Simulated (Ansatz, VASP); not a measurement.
**Rh: VASP beside Ansatz**

```
Rh
1.0
     0.00000    1.89785    1.89785
     1.89785    0.00000    1.89785
     1.89785    1.89785    0.00000
Rh
1
Direct
  0.00000 0.00000 0.00000
```

Alike in both runs: task single point; functional LDA; k mesh 9 × 9 × 9; occupations fermi-dirac, width 0.05 eV; no spin polarisation.

```csv
,VASP,Ansatz
version,VASP 6.6.1,Ansatz 0.2.0
potentials or method,"VASP PAW LDA potentials, release 64 (Rh_pv)","plane waves, PAW"
plane-wave cutoff (eV),500,420
valence electrons in the cell,15,17
```

Ansatz gave:

- pressure (GPa): -9.7

Task: Estimate VASP's values.

Result: Pressure (GPa): -8.8.

LDA's correlation is that of Perdew and Zunger in VASP and of Perdew and Wang (1992) in Ansatz. VASP's potentials hold 15 valence electrons a cell and Ansatz's 17, so a difference there can come from the potentials and not from the codes. Ansatz's warnings: stress scf threshold loose.
